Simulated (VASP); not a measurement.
Input of a VASP 6.6.1 run:

INCAR

```
  ALGO = Normal
  EDIFF = 1E-6
  ENCUT = 520
  GGA = PE
  ISIF = 2
  ISMEAR = 1
  LASPH = True
  LCHARG = False
  LREAL = Auto
  LWAVE = False
  NBANDS = 202
  NELM = 80
  PREC = Accurate
  SIGMA = 0.1
```

KPOINTS

```
k-points
0
Gamma
  1 1 1
```

Contents of POSCAR:

```
Ta32F
1.0
    0.0000000000      6.6414755500      6.6414755500
    6.6414755500      0.0000000000      6.6414755500
    6.6414755500      6.6414755500      0.0000000000
Ta F
32 1
Direct
    0.0008095340      0.0004469639     -0.0001166157
    0.1240180731      0.1240290646      0.1272923454
    0.2516386588      0.2458714163      0.2467871767
    0.3977094367      0.3569943881      0.3464375473
   -0.0043709413      0.0081475117      0.5018727352
    0.1262665192      0.1253307332      0.6251893828
    0.2483070197      0.2350799891      0.7652386825
    0.3742657759      0.3754206398      0.8774009565
   -0.0031301026      0.5017966979      0.0058361278
    0.1279316612      0.6230668123      0.1246626587
    0.2499309811      0.7567088762      0.2436033210
    0.3741537526      0.8745603227      0.3759104406
   -0.0058072185      0.4993868418      0.5009146650
    0.1008751737      0.6537708326      0.6433577852
    0.2499301529      0.7524385150      0.7535156852
    0.3750515953      0.8730168404      0.8762543739
    0.4984579820     -0.0009334522      0.0012665107
    0.6317811409      0.1166412485      0.1212713943
    0.7555669613      0.2467890588      0.2478852008
    0.8763773135      0.3762384550      0.3751817621
    0.5041867541     -0.0055007355      0.4984949467
    0.6267953512      0.1228808258      0.6248519578
    0.7514437059      0.2498002119      0.7505148461
    0.8765045442      0.3751132533      0.8749407351
    0.5053447046      0.4984564763     -0.0078516438
    0.6243410773      0.6244082311      0.1256988743
    0.7498251650      0.7500785725      0.2502385934
    0.8753762558      0.8756099388      0.3772363507
    0.5103059515      0.5016940098      0.4986050878
    0.6275015196      0.6251368342      0.6240224734
    0.7439787985      0.7535564894      0.7544049454
    0.8693970875      0.8789999234      0.8836737342
    0.2759771509      0.4598051257      0.5405039096
```

Potentials or basis: VASP PAW PBE potentials, release 64 (Ta_pv, F).

The run is started by

```bash
$ cat potpaw_PBE.64/Ta_pv/POTCAR potpaw_PBE.64/F/POTCAR > POTCAR
$ mpirun -np 1 vasp_gam > vasp.out
```

Problem. Predict the pressure.

Solution. -6.0 GPa.

Problem. Predict the largest force.

Solution. 0.124 eV/Å.

Stress tensor (GPa, compression positive):
```
-4.65  0.00  0.00
 0.00 -7.10 -0.28
 0.00 -0.28 -6.32
```

Caveat: the k points lie up to 0.82 Å⁻¹ apart; an odd number of electrons without spin polarisation forces a metal; a magnetic or distorted state may lie lower.
